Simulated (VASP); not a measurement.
Here is a VASP 6.6.1 calculation.

File INCAR:

```
PREC     = Accurate       # precision mode
ENCUT    = 520            # plane-wave cutoff, eV
EDIFF    = 1E-6           # SCF threshold, eV
ISMEAR   = -1             # smearing method
SIGMA    = 0.1            # smearing width, eV
LREAL    = False          # projectors in reciprocal space
LASPH    = True           # aspherical terms in the spheres
NELM     = 100            # most SCF steps
ALGO     = Normal         # electronic algorithm
ISIF     = 2              # what is computed and relaxed
LWAVE    = False          # write WAVECAR
LCHARG   = True           # write CHGCAR
GGA      = B5             # functional
ALDAX    = 1.0          
AGGAX    = 1.0          
AGGAC    = 1.0          
ALDAC    = 0.0          
LELF     = True           # ELF
LVHAR    = True         
NBANDS   = 16             # bands
```

The input KPOINTS:

```
Automatic mesh
0
Gamma
  8 8 5
```

File POSCAR:

```
Rb
1.0
    5.3169605747      0.0000000000      0.0000000000
   -2.6584802874      4.6046229286      0.0000000000
    0.0000000000      0.0000000000      8.7539621652
Rb
2
Direct
    0.3333333333      0.6666666667      0.2500000000
    0.6666666667      0.3333333333      0.7500000000
```

Potentials or basis: VASP PAW PBE potentials, release 64 (Rb_sv).

Run with:

```sh
$ cat potpaw_PBE.64/Rb_sv/POTCAR > POTCAR
$ mpirun -np 1 vasp_std > vasp.out
```

Predict the band gap on the k mesh.

zero (band 9 reaches 0.78 eV, above the bottom of band 10 at -0.85 eV).

Estimate the pressure.

-0.2 GPa.

Caveat: the PAW data sets were made with another functional, which shifts forces and pressure a little.
